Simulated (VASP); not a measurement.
A run of VASP 6.6.1 is set up as follows.

File INCAR:

```
PREC     = Accurate       # precision mode
ENCUT    = 520            # plane-wave cutoff, eV
EDIFF    = 1E-6           # SCF threshold, eV
ISMEAR   = 0              # smearing method
SIGMA    = 0.02           # smearing width, eV
LREAL    = False          # projectors in reciprocal space
LASPH    = True           # aspherical terms in the spheres
NELM     = 100            # most SCF steps
ALGO     = Normal         # electronic algorithm
ISIF     = 2              # what is computed and relaxed
LWAVE    = False          # write WAVECAR
LCHARG   = False          # write CHGCAR
GGA      = PE             # functional
NBANDS   = 28             # bands
```

File KPOINTS:

```
regular mesh
0
Gamma
  6 6 6
```

Contents of POSCAR:

```
BaZrO3
1.0
    4.1634096459      0.0000000000      0.0000000000
    0.0000000000      4.1634096459      0.0000000000
    0.0000000000      0.0000000000      4.2636953956
Ba Zr O
1 1 3
Direct
    0.0000000000      0.0000000000      0.0000000000
    0.5000000000      0.5000000000      0.5000000000
    0.5000000000      0.0000000000      0.5000000000
    0.5000000000      0.5000000000      0.0000000000
    0.0000000000      0.5000000000      0.5000000000
```

Potentials or basis: VASP PAW PBE potentials, release 64 (Ba_sv, Zr_sv, O).

Command:

```sh
$ cat potpaw_PBE.64/Ba_sv/POTCAR potpaw_PBE.64/Zr_sv/POTCAR potpaw_PBE.64/O/POTCAR > POTCAR
$ mpirun -np 1 vasp_std > vasp.out
```

**Question.** What does it give for the pressure?

**Answer.** 4.6 GPa.

**Question.** What does it give for the band gap on the k mesh?

**Answer.** 3.12 eV, indirect (least direct gap 3.36 eV).

Stress tensor (GPa, compression positive):
```
6.43 0.00 0.00
0.00 6.43 0.00
0.00 0.00 0.95
```

Caveat: spin-orbit coupling is left out, which moves the levels of the heavy elements. A k mesh can miss the band edges.
